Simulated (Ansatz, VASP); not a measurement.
## Ge2P3: VASP beside Ansatz

Contents of POSCAR:

```
Ge2P3
1.0
    1.7658371275      1.0195065409      8.1855508166
   -1.7658371275      1.0195065409      8.1855508166
    0.0000000000     -2.0390130817      8.1855508166
Ge P
2 3
Direct
    0.4000000000      0.4000000000      0.4000000000
    0.6000000000      0.6000000000      0.6000000000
    0.0000000000      0.0000000000      0.0000000000
    0.2095000000      0.2095000000      0.2095000000
    0.7905000000      0.7905000000      0.7905000000
```

INCAR.step1

```
ALGO = Normal
EDIFF = 1E-4
ENCUT = 520
GGA = PE
ISMEAR = 0
LASPH = T
LCHARG = F
LREAL = F
LWAVE = T
NBANDS = 30
NELM = 80
PREC = Accurate
SIGMA = 0.1
```

File INCAR.step2:

```
ALGO = Normal
EDIFF = 1E-7
ENCUT = 520
ISIF = 2
ISMEAR = 0
ISTART = 1
LASPH = T
LCHARG = F
LMIXTAU = T
LREAL = F
LWAVE = F
METAGGA = R2SCAN
NBANDS = 30
NELM = 80
PREC = Accurate
SIGMA = 0.1
```

Contents of KPOINTS:

```
k-points
0
Gamma
  6 6 6
```

Input for Ansatz:

```yaml
crystal:
  lattice:
    - [1.7658371275, 1.0195065409, 8.1855508166]
    - [-1.7658371275, 1.0195065409, 8.1855508166]
    - [0.0, -2.0390130817, 8.1855508166]
  atoms:
    - { symbol: Ge, position: [0.4, 0.4, 0.4] }
    - { symbol: Ge, position: [0.6, 0.6, 0.6] }
    - { symbol: P, position: [0.0, 0.0, 0.0] }
    - { symbol: P, position: [0.2095, 0.2095, 0.2095] }
    - { symbol: P, position: [0.7905, 0.7905, 0.7905] }
basis:
  ecutwfc: 500
kpoints:
  mp_grid: { grid: [6, 6, 6] }
hamiltonian:
  xc: r2scan
scf:
  occupations: { method: gaussian, width: 0.1 }
  lower_state_search: "off"
output:
  forces: true
  stress: true
  eigenvalues: true
```

Alike in both runs: task single point; functional r2SCAN; k mesh 6 × 6 × 6; occupations gaussian, width 0.1 eV; no spin polarisation.

|  | VASP | Ansatz |
| --- | --- | --- |
| version | VASP 6.6.1 | Ansatz 0.2.0 |
| potentials or method | VASP PAW PBE potentials, release 64 (Ge_d, P), cutoff 520 eV | scalar-relativistic, plane waves, PAW |
| valence electrons in the cell | 43 | 43 |

|  | VASP | Ansatz | Ansatz less VASP |
| --- | --- | --- | --- |
| gap on the k mesh at the Fermi level (eV) | none | none | - |
| pressure (GPa) | -2.9 | -2.8 | +0.17 |
| traceless stress, the component that is largest in VASP (GPa) | -7.17 | -7.16 | +0.012 |
| rms of the force components (eV/Å) | 0.187 | 0.184 | -0.0034 |

VASP's potentials were made for PBE, not for r2SCAN. Atom by atom the forces differ by 0.007 eV/Å (rms over components). A gap of «none» marks a metal or a gap that the smearing closes. The functional is the same, so the differences come from potentials, cutoffs and numerics.
